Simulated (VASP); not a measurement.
# NbH5 (F-43m) in VASP: notebook

The runs below take NbH5 through single point, relaxation of cell and atoms, with PBE.

All numbers are computed with VASP 6.6.1; they aren't measurements. Logs are shortened: lines on timing, memory, paths and dates and some standing lists are left out, and cuts for length are marked.

### 1 The cell of the first run

The structure is cubic, space group F-43m (No. 216). The conventional cell has a = 4.976 Å, b = 4.976 Å, c = 4.976 Å, α = 90.00°, β = 90.00°, γ = 90.00°. Nb (site symmetry -43m) has 16 H at 2.06 to 2.15 Å within 2.7 Å. Within 2.7 Å of H (site symmetry -43m) lie 12 H at 2.06 Å and 4 Nb at 2.15 Å. H (site symmetry 3m) has 9 H at 1.74 to 2.06 Å and 3 Nb at 2.06 Å within 2.3 Å.

### 2 Single point, PBE

INCAR reads:

```
PREC = Accurate
ENCUT = 520
EDIFF = 1E-6
ISMEAR = 0
SIGMA = 0.1
LREAL = F
LASPH = T
NELM = 100
ALGO = Normal
ISIF = 2
LWAVE = F
LCHARG = F
GGA = PE
NBANDS = 18
```

KPOINTS reads:

```
regular mesh
0
Gamma
  14 14 14
```

POSCAR reads:

```
NbH5
1.0
    0.0000000000      2.4877535594      2.4877535594
    2.4877535594      0.0000000000      2.4877535594
    2.4877535594      2.4877535594      0.0000000000
Nb H
1 5
Direct
    0.0000000000      0.0000000000      0.0000000000
    0.7500000000      0.7500000000      0.7500000000
    0.3735983520      0.3735983520      0.8792049440
    0.3735983520      0.8792049440      0.3735983520
    0.3735983520      0.3735983520      0.3735983520
    0.8792049440      0.3735983520      0.3735983520
```

Potentials or basis: VASP PAW PBE potentials, release 64 (Nb_sv, H).

Launch:

```
$ cat potpaw_PBE.64/Nb_sv/POTCAR potpaw_PBE.64/H/POTCAR > POTCAR
$ mpirun -np 1 vasp_std > vasp.out
```

OUTCAR:

```text
PREC = Accurate
   ENCUT = 520
   EDIFF = 1E-6
   ISMEAR = 0
   LREAL = F
   LASPH = T
   NELM = 100
   ISIF = 2
   GGA = PE

 ion  position               nearest neighbor table
   1  0.000  0.000  0.000-
   2  0.750  0.750  0.750-
   3  0.374  0.374  0.879-
   4  0.374  0.879  0.374-
   5  0.374  0.374  0.374-
   6  0.879  0.374  0.374-

  LATTYP: Found a face centered cubic cell.
 ALAT       =     4.9755071188

  Lattice vectors:

 A1 = (   0.0000000000,   2.4877535594,   2.4877535594)
 A2 = (   2.4877535594,   0.0000000000,   2.4877535594)
 A3 = (   2.4877535594,   2.4877535594,   0.0000000000)

Analysis of symmetry for initial positions (statically):
=====================================================================
 Subroutine PRICEL returns:
 Original cell was already a primitive cell.

 Routine SETGRP: Setting up the symmetry group for a
 face centered cubic supercell.

 Subroutine GETGRP returns: Found 24 space group operations
 (whereof 24 operations were pure point group operations)
 out of a pool of 48 trial point group operations.

The static configuration has the point symmetry T_d .

Analysis of symmetry for dynamics (positions and initial velocities):
=====================================================================
 Subroutine PRICEL returns:
 Original cell was already a primitive cell.

 Routine SETGRP: Setting up the symmetry group for a
 face centered cubic supercell.

 Subroutine GETGRP returns: Found 24 space group operations
 (whereof 24 operations were pure point group operations)
 out of a pool of 48 trial point group operations.

The dynamic configuration has the point symmetry T_d .

 Subroutine INISYM returns: Found 24 space group operations
 (whereof 24 operations are pure point group operations),
 and found     1 'primitive' translations

----------------------------------------------------------------------------------------

                                     Primitive cell

  volume of cell :      30.7930

  direct lattice vectors                    reciprocal lattice vectors
     0.000000000  2.487753559  2.487753559    -0.200984538  0.200984538  0.200984538
     2.487753559  0.000000000  2.487753559     0.200984538 -0.200984538  0.200984538
     2.487753559  2.487753559  0.000000000     0.200984538  0.200984538 -0.200984538

  length of vectors
     3.518214824  3.518214824  3.518214824     0.348115431  0.348115431  0.348115431

  position of ions in fractional coordinates (direct lattice)
     0.000000000  0.000000000  0.000000000
     0.750000000  0.750000000  0.750000000
     0.373598352  0.373598352  0.879204944
     0.373598352  0.879204944  0.373598352
     0.373598352  0.373598352  0.373598352
     0.879204944  0.373598352  0.373598352

  ion indices of the primitive-cell ions
   primitive index   ion index
                 1           1
                 2           2
                 3           3
                 4           4
                 5           5
                 6           6

----------------------------------------------------------------------------------------

 KPOINTS: regular mesh

Automatic generation of k-mesh.
 Grid dimensions read from file:
 generate k-points for:   14   14   14

 Generating k-lattice:

  Cartesian coordinates                     Fractional coordinates (reciprocal lattice)
    -0.014356038  0.014356038  0.014356038     0.071428571  0.000000000  0.000000000
     0.014356038 -0.014356038  0.014356038     0.000000000  0.071428571  0.000000000
     0.014356038  0.014356038 -0.014356038     0.000000000  0.000000000  0.071428571

  Length of vectors
     0.024865388  0.024865388  0.024865388

  Shift w.r.t. Gamma in fractional coordinates (k-lattice)
     0.000000000  0.000000000  0.000000000

 Subroutine IBZKPT returns following result:
 ===========================================

 Found    104 irreducible k-points:

 Following reciprocal coordinates:
            Coordinates               Weight
  0.000000  0.000000  0.000000      1.000000
  0.071429  0.000000  0.000000      8.000000
  0.142857  0.000000  0.000000      8.000000
  0.214286  0.000000  0.000000      8.000000
  0.285714  0.000000  0.000000      8.000000
  0.357143  0.000000  0.000000      8.000000
[... 16 lines left out ...]
  0.214286  0.142857  0.000000     24.000000
  0.285714  0.142857  0.000000     24.000000
 [... further k-points ...]
   k-points           NKPTS =    104   k-points in BZ     NKDIM =    104   number of bands    NBANDS=     18
   number of dos      NEDOS =    301   number of ions     NIONS =      6
   total plane-waves  NPLWV =  21952
   dimension x,y,z NGX =    28 NGY =   28 NGZ =   28
   dimension x,y,z NGXF=    56 NGYF=   56 NGZF=   56
   ions per type =               1   5
   NGX,Y,Z   is equivalent  to a cutoff of  13.23, 13.23, 13.23 a.u.
   NGXF,Y,Z  is equivalent  to a cutoff of  26.46, 26.46, 26.46 a.u.
 SYSTEM =  unknown system
   PREC   = accura    normal or accurate (medium, high low for compatibility)
   ISTART =      0    job   : 0-new  1-cont  2-samecut
   ICHARG =      2    charge: 1-file 2-atom 10-const
   ISPIN  =      1    spin polarized calculation?
   LNONCOLLINEAR =      F non collinear calculations
   LSORBIT =      F    spin-orbit coupling
   LASPH  =      T    aspherical Exc in radial PAW
   ENCUT  =  520.0 eV  38.22 Ry    6.18 a.u.   6.54  6.54  6.54*2*pi/ulx,y,z
   NELM   =    100;   NELMIN=  2; NELMDL= -5     # of ELM steps
   EDIFF  = 0.1E-05   stopping-criterion for ELM
   LREAL  =      F    real-space projection
   EDIFFG = 0.1E-04   stopping-criterion for IOM
   NSW    =      0    number of steps for IOM
   IBRION =     -1    ionic relax: 0-MD 1-quasi-New 2-CG
   NFREE  =      0    steps in history (QN), initial steepest desc. (CG)
   ISIF   =      2    stress and relaxation
   ISYM   =      2    0-nonsym 1-usesym 2-fastsym
   POTIM  = 0.5000    time-step for ionic-motion
   TEBEG  =    0.0;   TEEND  =   0.0 temperature during run
   PSTRESS=    0.0 pullay stress
   NELECT =      18.0000    total number of electrons
   NUPDOWN=      -1.0000    fix difference up-down
   EMIN   =  10.00;   EMAX   =-10.00  energy-range for DOS
   EFERMI =   0.00;   METHOD = LEGACY
   ISMEAR =     0;   SIGMA  =   0.10  broadening in eV -4-tet -1-fermi 0-gaus
   EFERMI_NEDOS =   21; number of points for ismear=-14 and -15
   IALGO  =     38    algorithm
   IMIX   =      4    mixing-type and parameters
     AMIX     =   0.40;   BMIX     =  1.00
     AMIX_MAG =   1.60;   BMIX_MAG =  1.00
  volume/ion in A,a.u.               =       5.13        34.63
  Fermi-wavevector in a.u.,A,eV,Ry     =   1.368826  2.586706 25.493035  1.873685
  Thomas-Fermi vector in A             =   2.494756
   LORBIT       =      0    0 simple, 1 ext, 2 COOP (PROOUT), +10 PAW based schemes
   GGA     = PE    functional components
   LHFCALC =     F    Hartree Fock is set to
   AEXX    =    0.0000 exact exchange contribution
   IVDW    =     0    specifies the selected vdW correction
   LEPSILON=     F    determine dielectric tensor
   LRPA    =     F    only Hartree local field effects (RPA)
 non-spin polarized calculation
 Gauss-broadening in eV      SIGMA  =   0.10
  energy-cutoff  :      520.00
  volume of cell :       30.79
 maximum number of plane-waves:       869
 NGX is ok and might be reduce to    28
   NGX = 13   NGY = 13   NGZ = 13

 number of electron      18.0000000 magnetization

 Free energy of the ion-electron system (eV)
  ---------------------------------------------------
  ext. energy  EPLUGINS =         0.00000000
  ---------------------------------------------------
  free energy    TOTEN  =       -24.88340036 eV

  energy without entropy =      -24.87798748  energy(sigma->0) =      -24.88069392

 E-fermi :   8.3483     XC(G=0): -12.0755

 val. band max:        8.3333473228   @ k =  -0.2857   0.5000   0.2143
 cond. band min:       8.3744748375   @ k =  -0.3571   0.2143   0.0714
 fundamental gap:      0.0411275148
 Fermi energy:         8.3483410842

 k-point     1 :       0.0000    0.0000    0.0000
  band No.  band energies     occupation
      1     -47.3443      2.00000
      2     -23.2673      2.00000
      3     -23.2673      2.00000
      4     -23.2673      2.00000
      5      -4.2582      2.00000
      6       5.5825      2.00000
[... 10 lines left out ...]
     17      23.1514      0.00000
     18      23.1514      0.00000

 k-point     2 :       0.0714    0.0000    0.0000
  band No.  band energies     occupation
      1     -47.3429      2.00000
      2     -23.2839      2.00000
      3     -23.2692      2.00000
      4     -23.2692      2.00000
      5      -4.1474      2.00000
      6       5.1143      2.00000
[... 10 lines left out ...]
     17      22.8207      0.00000
     18      22.8207      0.00000

 k-point     3 :       0.1429    0.0000    0.0000
  band No.  band energies     occupation
      1     -47.3389      2.00000
      2     -23.3304      2.00000
      3     -23.2745      2.00000
      4     -23.2745      2.00000
      5      -3.8232      2.00000
      6       4.2432      2.00000
[... 10 lines left out ...]
     17      21.9459      0.00000
     18      21.9459      0.00000

 k-point     4 :       0.2143    0.0000    0.0000
  band No.  band energies     occupation
      1     -47.3331      2.00000
      2     -23.3968      2.00000
      3     -23.2823      2.00000
      4     -23.2823      2.00000
      5      -3.3095      2.00000
      6       3.3347      2.00000
[... 10 lines left out ...]
     17      20.8535      0.00000
     18      22.0555      0.00000

 k-point     5 :       0.2857    0.0000    0.0000
  band No.  band energies     occupation
      1     -47.3267      2.00000
      2     -23.4693      2.00000
      3     -23.2909      2.00000
      4     -23.2909      2.00000
      5      -2.6450      2.00000
      6       2.4628      2.00000
[... 10 lines left out ...]
     17      19.9431      0.00000
     18      23.6856      0.00000

 k-point     6 :       0.3571    0.0000    0.0000
  band No.  band energies     occupation
      1     -47.3209      2.00000
      2     -23.5337      2.00000
      3     -23.2986      2.00000
      4     -23.2986      2.00000
      5      -1.8825      2.00000
      6       1.6339      2.00000
[... 10 lines left out ...]
     17      19.5444      0.00000
     18      25.1946      0.00000

 k-point     7 :       0.4286    0.0000    0.0000
  band No.  band energies     occupation
      1     -47.3169      2.00000
      2     -23.5778      2.00000
      3     -23.3040      2.00000
      4     -23.3040      2.00000
      5      -1.1003      2.00000
      6       0.8548      2.00000
[... 10 lines left out ...]
     17      19.5875      0.00000
     18      25.9832      0.00000

 k-point     8 :       0.5000    0.0000    0.0000
  band No.  band energies     occupation
      1     -47.3155      2.00000
      2     -23.5934      2.00000
      3     -23.3059      2.00000
      4     -23.3059      2.00000
      5      -0.5986      2.00000
      6       0.3630      2.00000
[... 10 lines left out ...]
     17      19.6680      0.00000
     18      26.1385      0.00000
[... 229 lines left out ...]
     17      21.1728      0.00000
     18      22.8821      0.00000

 k-point    20 :      -0.1429    0.0714    0.0000
  band No.  band energies     occupation
      1     -47.3360      2.00000
      2     -23.3568      2.00000
      3     -23.2896      2.00000
      4     -23.2739      2.00000
      5      -3.5787      2.00000
      6       3.8352      2.00000
[... 10 lines left out ...]
     17      21.8702      0.00000
     18      22.3088      0.00000

 k-point    21 :      -0.0714    0.0714    0.0000
  band No.  band energies     occupation
      1     -47.3406      2.00000
      2     -23.3069      2.00000
      3     -23.2785      2.00000
      4     -23.2696      2.00000
      5      -3.9657      2.00000
      6       4.6014      2.00000
[... 10 lines left out ...]
     17      22.0948      0.00000
     18      22.9549      0.00000

 k-point    22 :       0.1429    0.1429    0.0000
  band No.  band energies     occupation
      1     -47.3371      2.00000
      2     -23.3286      2.00000
      3     -23.2882      2.00000
      4     -23.2882      2.00000
      5      -3.6824      2.00000
      6       4.0292      2.00000
[... 10 lines left out ...]
     17      20.9846      0.00000
     18      21.5761      0.00000

 k-point    23 :       0.2143    0.1429    0.0000
  band No.  band energies     occupation
      1     -47.3328      2.00000
      2     -23.3715      2.00000
      3     -23.2985      2.00000
      4     -23.2959      2.00000
      5      -3.3082      2.00000
      6       3.4774      2.00000
[... 10 lines left out ...]
     17      20.4976      0.00000
     18      21.8219      0.00000

 k-point    24 :       0.2857    0.1429    0.0000
  band No.  band energies     occupation
      1     -47.3272      2.00000
      2     -23.4304      2.00000
      3     -23.3085      2.00000
      4     -23.3052      2.00000
      5      -2.7626      2.00000
      6       2.8384      2.00000
[... 10 lines left out ...]
     17      20.2813      0.00000
     18      23.1804      0.00000

 [... further k-points ...]

------------------------ aborting loop because EDIFF is reached ----------------------------------------

  FORCE on cell =-STRESS in cart. coord.  units (eV):
  Direction    XX          YY          ZZ          XY          YZ          ZX
  --------------------------------------------------------------------------------------
  -------------------------------------------------------------------------------------
  Total       -0.1049509     -0.1049509     -0.1049509      0.0000000      0.0000000      0.0000000
  in kB       -5.4606548     -5.4606548     -5.4606548      0.0000000      0.0000000      0.0000000
  external PRESSURE =      -5.4606548 kB  Pullay stress =       0.0000000 kB

 VOLUME and BASIS-vectors are now :
 -----------------------------------------------------------------------------
  energy-cutoff  :      520.00
  volume of cell :       30.79
      direct lattice vectors                 reciprocal lattice vectors
     0.000000000  2.487753559  2.487753559    -0.200984538  0.200984538  0.200984538
     2.487753559  0.000000000  2.487753559     0.200984538 -0.200984538  0.200984538
     2.487753559  2.487753559  0.000000000     0.200984538  0.200984538 -0.200984538

 POSITION                                       TOTAL-FORCE (eV/Angst)
 -----------------------------------------------------------------------------------
      0.00000      0.00000      0.00000         0.000000      0.000000     -0.000000
      3.73163      3.73163      3.73163         0.000000      0.000000     -0.000000
      3.11667      3.11667      1.85884         0.001521      0.001521     -0.001521
      3.11667      1.85884      3.11667         0.001521     -0.001521      0.001521
      1.85884      1.85884      1.85884        -0.001521     -0.001521     -0.001521
      1.85884      3.11667      3.11667        -0.001521      0.001521      0.001521
 -----------------------------------------------------------------------------------
    total drift:                                0.000000      0.000000      0.000000

  FREE ENERGIE OF THE ION-ELECTRON SYSTEM (eV)
  ---------------------------------------------------
  free  energy   TOTEN  =       -24.8834003642 eV

  energy  without entropy=      -24.8779874807  energy(sigma->0) =      -24.88069392
```

It took 2.7 min on 1 thread of AMD EPYC, shared host; peak memory 0.16 GiB.

Results:

```yaml
Free_energy: -24.8834 eV
Pressure: -0.5 GPa
Band_gap_on_the_k_mesh: zero (band 9 reaches 8.73 eV, above the bottom of band 10 at 7.88 eV)
```

Forces in eV/Å, atoms in the order of the input:
```
Nb   0.000  0.000  0.000
H    0.000  0.000  0.000
H    0.002  0.002 -0.002
H    0.002 -0.002  0.002
H   -0.002 -0.002 -0.002
H   -0.002  0.002  0.002
```

### 3 Relaxation of cell and atoms, PBE

INCAR reads:

```
SYSTEM = NbH5
  PREC = Accurate
  ENCUT = 600
  EDIFF = 1E-7
  ISMEAR = 0
  SIGMA = 0.1
  LREAL = .FALSE.
  LASPH = .TRUE.
  NELM = 100
  ALGO = Normal
  ISIF = 3
  LWAVE = .FALSE.
  LCHARG = .FALSE.
  GGA = PE
  IBRION = 2
  NSW = 100
  EDIFFG = -0.01
```

KPOINTS reads:

```
Automatic mesh
0
G
  14 14 14
  0 0 0
```

POSCAR reads:

```
NbH5
1.0
    0.0000000000      2.4881576857      2.4881576857
    2.4881576857      0.0000000000      2.4881576857
    2.4881576857      2.4881576857      0.0000000000
Nb H
1 5
Direct
    0.0000000000      0.0000000000      0.0000000000
    0.7500000000      0.7500000000      0.7500000000
    0.3743298372      0.3743298372      0.8770104885
    0.3743298372      0.8770104885      0.3743298372
    0.3743298372      0.3743298372      0.3743298372
    0.8770104885      0.3743298372      0.3743298372
```

Potentials or basis: VASP PAW PBE potentials, release 64 (Nb_sv, H).

Launch:

```
$ cat potpaw_PBE.64/Nb_sv/POTCAR potpaw_PBE.64/H/POTCAR > POTCAR
$ mpirun -np 1 vasp_std > vasp.out
```

It took 7.1 min on 1 thread of AMD EPYC, shared host; peak memory 0.17 GiB.

It converged, with:

* Free energy: -24.8848 eV
* Relaxed volume: 5.12 Å³/atom
* Relaxed cell: a = 3.514 Å, b = 3.514 Å, c = 3.514 Å, α = 60.00°, β = 60.00°, γ = 60.00°
* Space group after relaxing (to 0.05 Å): F-43m (No. 216)
* Energy gained by relaxing: 0.1 meV/atom
* Ionic steps: 4
* Pressure after relaxing: 0.2 GPa
* Largest force after relaxing: 0.009 eV/Å
* Band gap on the k mesh: zero (band 9 reaches 8.77 eV, above the bottom of band 10 at 7.91 eV)

Forces in eV/Å, atoms in the order of the input:
```
Nb   0.000  0.000  0.000
H    0.000  0.000  0.000
H    0.005  0.005 -0.005
H    0.005 -0.005  0.005
H   -0.005 -0.005 -0.005
H   -0.005  0.005  0.005
```

The path:
```
step  energy change (eV)  largest force (eV/Å)  pressure (GPa)  volume (Å³)
   1              0.0000                0.0399           -0.57        30.81
   2             -0.0004                0.0262           -0.07        30.73
   3             -0.0005                0.0166            0.27        30.67
   4             -0.0006                0.0092            0.20        30.69
```

Final structure:
```cif
data_structure
_symmetry_space_group_name_H-M 'P 1'
_symmetry_Int_Tables_number 1
_cell_length_a 3.5145
_cell_length_b 3.5145
_cell_length_c 3.5145
_cell_angle_alpha 60.000
_cell_angle_beta 60.000
_cell_angle_gamma 60.000
_cell_volume 30.69
loop_
_atom_site_label
_atom_site_type_symbol
_atom_site_fract_x
_atom_site_fract_y
_atom_site_fract_z
_atom_site_occupancy
Nb1 Nb 0.00000 0.00000 0.00000 1
H1 H 0.75000 0.75000 0.75000 1
H2 H 0.37379 0.37379 0.87862 1
H3 H 0.37379 0.87862 0.37379 1
H4 H 0.37379 0.37379 0.37379 1
H5 H 0.87862 0.37379 0.37379 1
```

Levels at points of the mesh, in eV from the Fermi level:
| k point | band 7 | band 8 | band 9 | band 10 | band 11 | band 12 |
| --- | --- | --- | --- | --- | --- | --- |
| (0.00, 0.00, 0.00) | -2.77 | -2.77 | -0.81 | 0.10 | 0.10 | 3.49 |
| (0.50, 0.00, 0.00) | -3.52 | -3.52 | -0.57 | 1.33 | 1.33 | 3.34 |
| (0.50, 0.50, 0.00) | -6.08 | -0.60 | -0.60 | 1.33 | 1.83 | 1.83 |

(Continued in part 2 of 2.)
